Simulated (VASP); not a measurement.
# P in VASP: notebook

P is run at these levels: PBEsol; tasks: single point.

All numbers are computed with VASP 6.6.1; they aren't measurements. Logs are shortened: lines on timing, memory, paths and dates and some standing lists are left out, and cuts for length are marked.

## (1) The cell of the first run

The typed cell holds 1 atom: a = 2.422 Å, b = 2.422 Å, c = 2.422 Å, α = 90.00°, β = 88.85°, γ = 90.00°.

## (2) Single point, PBEsol (shear of c along a, cell held: +2.0 %)

INCAR

```
ALGO = Normal ; EDIFF = 1E-7
ENCUT = 520 ; GGA = PS
ISIF = 2 ; ISMEAR = 0
LASPH = T ; LCHARG = F
LREAL = F ; LWAVE = F
NBANDS = 8 ; NELM = 100
PREC = Accurate ; SIGMA = 0.1
```

KPOINTS

```
k-points
0
Gamma
  18 18 18
```

POSCAR

```
P
1.0
    2.4216127201      0.0000000000      0.0000000000
    0.0000000000      2.4216127201      0.0000000000
    0.0484322544      0.0000000000      2.4216127201
P
1
Direct
    0.0000000000      0.0000000000      0.0000000000
```

Potentials or basis: VASP PAW PBE potentials, release 64 (P).

Launch:

```
cat potpaw_PBE.64/P/POTCAR > POTCAR
mpirun -np 1 vasp_std > vasp.out
```

OUTCAR:

```text
EDIFF = 1E-7
   ENCUT = 520
   GGA = PS
   ISIF = 2
   ISMEAR = 0
   LASPH = T
   LREAL = F
   NELM = 100
   PREC = Accurate

 ion  position               nearest neighbor table
   1  0.000  0.000  0.000-

  LATTYP: Found a simple monoclinic cell.
 ALAT       =     2.4216127201
 B/A-ratio  =     1.0000000000
 C/A-ratio  =     1.0001999800
 COS(beta)  =    -0.0199960012

  Lattice vectors:

 A1 = (   2.4216127201,   0.0000000000,   0.0000000000)
 A2 = (   0.0000000000,  -2.4216127201,   0.0000000000)
 A3 = (  -0.0484322544,   0.0000000000,  -2.4216127201)

Analysis of symmetry for initial positions (statically):
=====================================================================
 Subroutine PRICEL returns:
 Original cell was already a primitive cell.

 Routine SETGRP: Setting up the symmetry group for a
 simple monoclinic supercell.

 Subroutine GETGRP returns: Found  4 space group operations
 (whereof  4 operations were pure point group operations)
 out of a pool of  4 trial point group operations.

The static configuration has the point symmetry C_2h.

Analysis of symmetry for dynamics (positions and initial velocities):
=====================================================================
 Subroutine PRICEL returns:
 Original cell was already a primitive cell.

 Routine SETGRP: Setting up the symmetry group for a
 simple monoclinic supercell.

 Subroutine GETGRP returns: Found  4 space group operations
 (whereof  4 operations were pure point group operations)
 out of a pool of  4 trial point group operations.

The dynamic configuration has the point symmetry C_2h.

 Subroutine INISYM returns: Found  4 space group operations
 (whereof  4 operations are pure point group operations),
 and found     1 'primitive' translations

----------------------------------------------------------------------------------------

                                     Primitive cell

  volume of cell :      14.2008

  direct lattice vectors                    reciprocal lattice vectors
     2.421612720  0.000000000  0.000000000     0.412947947  0.000000000 -0.008258959
     0.000000000  2.421612720  0.000000000     0.000000000  0.412947947  0.000000000
     0.048432254  0.000000000  2.421612720     0.000000000  0.000000000  0.412947947

  length of vectors
     2.421612720  2.421612720  2.422096994     0.413030528  0.412947947  0.412947947

  position of ions in fractional coordinates (direct lattice)
     0.000000000  0.000000000  0.000000000

  ion indices of the primitive-cell ions
[... 77 lines left out ...]
   NSW    =      0    number of steps for IOM
   IBRION =     -1    ionic relax: 0-MD 1-quasi-New 2-CG
   NFREE  =      0    steps in history (QN), initial steepest desc. (CG)
   ISIF   =      2    stress and relaxation
   ISYM   =      2    0-nonsym 1-usesym 2-fastsym
   POTIM  = 0.5000    time-step for ionic-motion
   TEBEG  =    0.0;   TEEND  =   0.0 temperature during run
   PSTRESS=    0.0 pullay stress
   NELECT =       5.0000    total number of electrons
   NUPDOWN=      -1.0000    fix difference up-down
   EMIN   =  10.00;   EMAX   =-10.00  energy-range for DOS
   EFERMI =   0.00;   METHOD = LEGACY
   ISMEAR =     0;   SIGMA  =   0.10  broadening in eV -4-tet -1-fermi 0-gaus
   EFERMI_NEDOS =   21; number of points for ismear=-14 and -15
   IALGO  =     38    algorithm
   IMIX   =      4    mixing-type and parameters
     AMIX     =   0.40;   BMIX     =  1.00
     AMIX_MAG =   1.60;   BMIX_MAG =  1.00
  volume/ion in A,a.u.               =      14.20        95.83
  Fermi-wavevector in a.u.,A,eV,Ry     =   1.156006  2.184535 18.182148  1.336350
  Thomas-Fermi vector in A             =   2.292630
   LORBIT       =      0    0 simple, 1 ext, 2 COOP (PROOUT), +10 PAW based schemes
   GGA     = PS    functional components
   LHFCALC =     F    Hartree Fock is set to
   AEXX    =    0.0000 exact exchange contribution
   IVDW    =     0    specifies the selected vdW correction
   LEPSILON=     F    determine dielectric tensor
   LRPA    =     F    only Hartree local field effects (RPA)
 non-spin polarized calculation
 Gauss-broadening in eV      SIGMA  =   0.10
  energy-cutoff  :      520.00
  volume of cell :       14.20
 maximum number of plane-waves:       397
   NGX =  9   NGY =  9   NGZ =  9

 number of electron       4.9999997 magnetization

 Free energy of the ion-electron system (eV)
  ---------------------------------------------------
  ext. energy  EPLUGINS =         0.00000000
  ---------------------------------------------------
  free energy    TOTEN  =        -5.76420354 eV

  energy without entropy =       -5.76189053  energy(sigma->0) =       -5.76304704

 E-fermi :   9.8735     XC(G=0): -11.4871

 val. band max:        9.8732493541   @ k =   0.1667   0.2778   0.2222
 cond. band min:       9.8749932690   @ k =   0.2778   0.1667   0.4444
 fundamental gap:      0.0017439149
 Fermi energy:         9.8734778755

 k-point     1 :       0.0000    0.0000    0.0000
  band No.  band energies     occupation
      1      -6.8174      2.00000
      2      15.0264      0.00000
      3      15.0982      0.00000
      4      15.1756      0.00000
      5      16.7557      0.00000
      6      16.7623      0.00000
      7      24.3225      0.00000
      8      34.7466      0.00000
[... 243 lines left out ...]
 k-point    24 :       0.1667    0.1111    0.0000
  band No.  band energies     occupation
      1      -5.8854      2.00000
      2       9.7944      1.73673
      3      12.4142      0.00000
      4      15.8220      0.00000
      5      19.1940      0.00000
      6      22.8888      0.00000
      7      26.6623      0.00000
      8      29.5306      0.00000

 [... further k-points ...]

------------------------ aborting loop because EDIFF is reached ----------------------------------------

  FORCE on cell =-STRESS in cart. coord.  units (eV):
  Direction    XX          YY          ZZ          XY          YZ          ZX
  --------------------------------------------------------------------------------------
  -------------------------------------------------------------------------------------
  Total        0.0046665      0.0224604      0.0073560      0.0000000      0.0000000     -0.1114395
  in kB        0.5264922      2.5340413      0.8299257      0.0000000      0.0000000    -12.5729058
  external PRESSURE =       1.2968198 kB  Pullay stress =       0.0000000 kB

 VOLUME and BASIS-vectors are now :
 -----------------------------------------------------------------------------
  energy-cutoff  :      520.00
  volume of cell :       14.20
      direct lattice vectors                 reciprocal lattice vectors
     2.421612720  0.000000000  0.000000000     0.412947947  0.000000000 -0.008258959
     0.000000000  2.421612720  0.000000000     0.000000000  0.412947947  0.000000000
     0.048432254  0.000000000  2.421612720     0.000000000  0.000000000  0.412947947

 POSITION                                       TOTAL-FORCE (eV/Angst)
 -----------------------------------------------------------------------------------
      0.00000      0.00000      0.00000         0.000000      0.000000      0.000000
 -----------------------------------------------------------------------------------
    total drift:                               -0.000000      0.000000      0.000000

  FREE ENERGIE OF THE ION-ELECTRON SYSTEM (eV)
  ---------------------------------------------------
  free  energy   TOTEN  =        -5.7642035389 eV

  energy  without entropy=       -5.7618905330  energy(sigma->0) =       -5.76304704
```

OSZICAR:

```text
N       E                     dE             d eps       ncg     rms          rms(c)
DAV:   1    -0.848443094505E-01   -0.84844E-01   -0.21611E+03 27576   0.452E+02
DAV:   2    -0.572156171672E+01   -0.56367E+01   -0.53731E+01 38192   0.488E+01
DAV:   3    -0.577438333309E+01   -0.52822E-01   -0.52718E-01 29688   0.519E+00
DAV:   4    -0.577445822026E+01   -0.74887E-04   -0.74884E-04 42440   0.211E-01
DAV:   5    -0.577445828901E+01   -0.68746E-07   -0.68704E-07 29760   0.342E-03    0.475E+00
DAV:   6    -0.576801098040E+01    0.64473E-02   -0.61348E-04 34392   0.190E-01    0.279E+00
DAV:   7    -0.576417950873E+01    0.38315E-02   -0.15093E-03 27472   0.313E-01    0.889E-02
DAV:   8    -0.576420212870E+01   -0.22620E-04   -0.33514E-05 40896   0.463E-02    0.133E-02
DAV:   9    -0.576420358139E+01   -0.14527E-05   -0.91085E-07 30848   0.771E-03    0.189E-03
DAV:  10    -0.576420353892E+01    0.42464E-07   -0.65692E-08 35296   0.174E-03
   1 F= -.57642035E+01 E0= -.57630470E+01  d E =-.231301E-02
```

stdout:

```text
POSCAR found type information on POSCAR P
 POSCAR found :  1 types and       1 ions
 scaLAPACK will be used
 -----------------------------------------------------------------------------
|                                                                             |
|                                                                             |
|     You enforced a specific xc type in the INCAR file but a different       |
|     I HOPE YOU KNOW WHAT YOU ARE DOING!                                     |
|                                                                             |
 -----------------------------------------------------------------------------

 LDA part: xc-table for (Slater+PW92), standard interpolation
 POSCAR, INCAR and KPOINTS ok, starting setup
 FFT: planning ... GRIDC
 FFT: planning ... GRID_SOFT
 FFT: planning ... GRID
 WAVECAR not read
 entering main loop
```

Run time: 54 s. Hardware: 1 thread of Intel Xeon 6975P-C (Granite Rapids), shared host; peak memory 0.24 GiB.

What came out:

- Free energy: -5.7642 eV
- Pressure: 0.1 GPa

Levels at points of the mesh, in eV from the Fermi level:
```tsv
k point	band 1	band 2	band 3	band 4	band 5	band 6
(0.00, 0.00, 0.00)	-16.69	5.15	5.22	5.30	6.88	6.89
(0.50, 0.00, 0.00)	-12.21	-8.85	8.14	8.16	9.52	14.54
(0.00, 0.50, 0.00)	-12.21	-8.85	8.09	8.24	9.54	14.49
(0.50, 0.50, 0.00)	-7.35	-5.32	-5.32	0.80	10.86	16.97
(0.00, 0.00, 0.50)	-12.21	-8.85	8.14	8.16	9.52	14.55
(0.50, 0.00, 0.50)	-7.36	-5.51	-5.14	0.81	10.88	17.04
(0.00, 0.50, 0.50)	-7.35	-5.32	-5.32	0.80	10.87	16.98
(0.50, 0.50, 0.50)	-2.29	-2.12	-1.94	-1.27	4.45	4.64
```

Caveat: the cell differs from its parent crystal (shear of c along a, cell held: +2.0 %); the PAW data sets were made with another functional, which shifts forces and pressure a little.

## (3) Single point, PBEsol (shear of c along a, cell held: +3.0 %)

INCAR

```
PREC = Accurate
ENCUT = 520
EDIFF = 1E-6
ISMEAR = 0
SIGMA = 0.1
LREAL = F
LASPH = T
NELM = 60
ALGO = Normal
ISIF = 2
LWAVE = F
LCHARG = T
GGA = PS
LELF = T
LVHAR = T
NBANDS = 8
```

KPOINTS

```
Automatic mesh
0
Gamma
  18 18 18
```

Changes to POSCAR since step 2:

```diff
@@ -4,3 +4,3 @@
     0.0000000000      2.4216127201      0.0000000000
-    0.0484322544      0.0000000000      2.4216127201
+    0.0726483816      0.0000000000      2.4216127201
 P
```

Potentials or basis: VASP PAW PBE potentials, release 64 (P).

Launch:

```
cat potpaw_PBE.64/P/POTCAR > POTCAR
mpirun -np 1 vasp_std > vasp.out
```

It took 45 s on 1 thread of Intel Xeon 6975P-C (Granite Rapids), shared host; peak memory 0.25 GiB.

The run converged. Its results:

| Quantity | Value |
| --- | --- |
| Free energy | -5.7629 eV |
| Pressure | 0.1 GPa |

Stress tensor (GPa, compression positive):
```
 0.01  0.00 -1.67
 0.00  0.37  0.00
-1.67  0.00  0.06
```

Levels at points of the mesh, in eV from the Fermi level:
```csv
k point,band 1,band 2,band 3,band 4,band 5,band 6
"(0.00, 0.00, 0.00)",-16.69,5.12,5.22,5.34,6.88,6.89
"(0.50, 0.00, 0.00)",-12.21,-8.85,8.11,8.16,9.51,14.53
"(0.00, 0.50, 0.00)",-12.21,-8.86,8.05,8.28,9.55,14.45
"(0.50, 0.50, 0.00)",-7.34,-5.33,-5.32,0.80,10.83,16.81
"(0.00, 0.00, 0.50)",-12.22,-8.85,8.12,8.16,9.51,14.55
"(0.50, 0.00, 0.50)",-7.37,-5.60,-5.04,0.82,10.87,16.97
"(0.00, 0.50, 0.50)",-7.35,-5.33,-5.32,0.80,10.85,16.82
"(0.50, 0.50, 0.50)",-2.38,-2.13,-1.84,-1.29,4.35,4.66
```

Caveat: the cell differs from its parent crystal (shear of c along a, cell held: +3.0 %); the PAW data sets were made with another functional, which shifts forces and pressure a little.

## (4) Single point, PBEsol (shear of c along a, cell held: +4.0 %)

INCAR

```
PREC = Accurate
ENCUT = 520
EDIFF = 1E-6
ISMEAR = 0
SIGMA = 0.1
LREAL = F
LASPH = T
NELM = 80
ALGO = Normal
ISIF = 2
LWAVE = F
LCHARG = F
GGA = PS
NBANDS = 8
```

KPOINTS is that of step 3.

Changes to POSCAR since step 3:

```diff
@@ -4,3 +4,3 @@
     0.0000000000      2.4216127201      0.0000000000
-    0.0726483816      0.0000000000      2.4216127201
+    0.0968645088      0.0000000000      2.4216127201
 P
```

Launch:

```
cat potpaw_PBE.64/P/POTCAR > POTCAR
mpirun -np 1 vasp_std > vasp.out
```

It took 50 s on 1 thread of Intel Xeon 6975P-C (Granite Rapids), shared host; peak memory 0.25 GiB.

It converged, with:

- Free energy: -5.7612 eV
- Pressure: 0.2 GPa

Stress tensor (GPa, compression positive):
```
-0.11  0.00 -2.13
 0.00  0.62  0.00
-2.13  0.00 -0.05
```

Levels at points of the mesh, in eV from the Fermi level:
| k point | band 1 | band 2 | band 3 | band 4 | band 5 | band 6 | band 7 | band 8 |
| --- | --- | --- | --- | --- | --- | --- | --- | --- |
| (0.00, 0.00, 0.00) | -16.70 | 5.08 | 5.22 | 5.38 | 6.88 | 6.90 | 14.44 | 24.73 |
| (0.50, 0.00, 0.00) | -12.21 | -8.86 | 8.06 | 8.16 | 9.49 | 14.51 | 14.55 | 16.88 |
| (0.00, 0.50, 0.00) | -12.22 | -8.86 | 8.01 | 8.32 | 9.56 | 14.42 | 14.69 | 16.83 |
| (0.50, 0.50, 0.00) | -7.34 | -5.33 | -5.32 | 0.80 | 10.79 | 16.64 | 17.09 | 18.11 |
| (0.00, 0.00, 0.50) | -12.22 | -8.86 | 8.09 | 8.15 | 9.48 | 14.55 | 14.55 | 16.90 |
| (0.50, 0.00, 0.50) | -7.39 | -5.69 | -4.95 | 0.83 | 10.86 | 16.90 | 17.47 | 17.54 |
| (0.00, 0.50, 0.50) | -7.36 | -5.33 | -5.32 | 0.80 | 10.82 | 16.66 | 17.11 | 18.12 |
| (0.50, 0.50, 0.50) | -2.47 | -2.14 | -1.75 | -1.31 | 4.26 | 4.67 | 5.00 | 10.83 |

Caveat: the cell differs from its parent crystal (shear of c along a, cell held: +4.0 %); the PAW data sets were made with another functional, which shifts forces and pressure a little.

## (5) Single point, PBEsol (biaxial strain in the a-b plane: +3.0 %, then relaxed in part)

INCAR

```
SYSTEM = P
  PREC = Accurate
  ENCUT = 520
  EDIFF = 1E-6
  ISMEAR = 0
  SIGMA = 0.1
  LREAL = .False.
  LASPH = .True.
  NELM = 100
  ALGO = Normal
  ISIF = 2
  LWAVE = .False.
  LCHARG = .False.
  GGA = PS
  NBANDS = 8
```

KPOINTS

```
regular mesh
0
Gamma
  22 22 22
  0 0 0
```

POSCAR

```
P
1.0
    2.4942611008      0.0000000000      0.0000000000
    0.0000000000      2.4942611008      0.0000000000
    0.0000000000      0.0000000000      2.4107197684
P
1
Direct
    0.0000000000      0.0000000000      0.0000000000
```

Launch:

```
cat potpaw_PBE.64/P/POTCAR > POTCAR
mpirun -np 1 vasp_std > vasp.out
```

Wall time 91 s (1 thread of Intel Xeon 8259CL, shared host); peak memory 0.2 GiB.

It converged, with:

| Item | Value |
| --- | --- |
| Free energy | -5.7497 eV |
| Pressure | -5.9 GPa |

Stress tensor (GPa, compression positive):
```
-8.84  0.00  0.00
 0.00 -8.84  0.00
 0.00  0.00  0.11
```

Levels at points of the mesh, in eV from the Fermi level:
| k point | band 1 | band 2 | band 3 | band 4 | band 5 | band 6 | band 7 | band 8 |
| --- | --- | --- | --- | --- | --- | --- | --- | --- |
| (0.00, 0.00, 0.00) | -16.21 | 4.40 | 4.40 | 5.81 | 6.68 | 7.03 | 13.81 | 23.49 |
| (0.50, 0.00, 0.00) | -12.22 | -8.43 | 6.97 | 8.34 | 9.33 | 13.88 | 15.17 | 16.39 |
| (0.50, 0.50, 0.00) | -7.98 | -5.24 | -5.24 | 1.02 | 10.67 | 16.85 | 17.51 | 17.51 |
| (0.00, 0.00, 0.50) | -11.57 | -8.49 | 7.44 | 7.44 | 9.56 | 13.75 | 13.75 | 15.86 |
| (0.50, 0.00, 0.50) | -7.23 | -5.38 | -4.75 | 1.09 | 9.79 | 16.12 | 16.70 | 16.84 |
| (0.50, 0.50, 0.50) | -2.57 | -1.93 | -1.88 | -1.88 | 4.59 | 4.59 | 5.06 | 10.75 |

Caveat: the cell differs from its parent crystal (biaxial strain in the a-b plane: +3.0 %, then relaxed in part); the PAW data sets were made with another functional, which shifts forces and pressure a little.

## (6) The runs side by side

| cell | k mesh | gap on the mesh (eV) | pressure (GPa) |
| --- | --- | --- | --- |
| a = 2.422 Å, angles 90.0, 88.9, 90.0°, 1 atom | 18 × 18 × 18 | none | 0.1 |
| a = 2.422, b = 2.422, c = 2.423 Å, angles 90.0, 88.3, 90.0°, 1 atom | 18 × 18 × 18 | none | 0.1 |
| a = 2.422, b = 2.422, c = 2.424 Å, angles 90.0, 87.7, 90.0°, 1 atom | 18 × 18 × 18 | none | 0.2 |
| a = 2.494, b = 2.494, c = 2.411 Å, 1 atom | 22 × 22 × 22 | none | -5.9 |

Alike in all rows: task single point; level PBEsol; potentials or basis VASP PAW PBE potentials, release 64 (P); no spin polarisation; cutoff (eV) 520; smearing gaussian 0.1 eV.

Caveats: the PAW data sets were made with another functional, which shifts forces and pressure a little.

Total energies depend on the potentials used, so only differences within one code and one set of settings carry meaning.
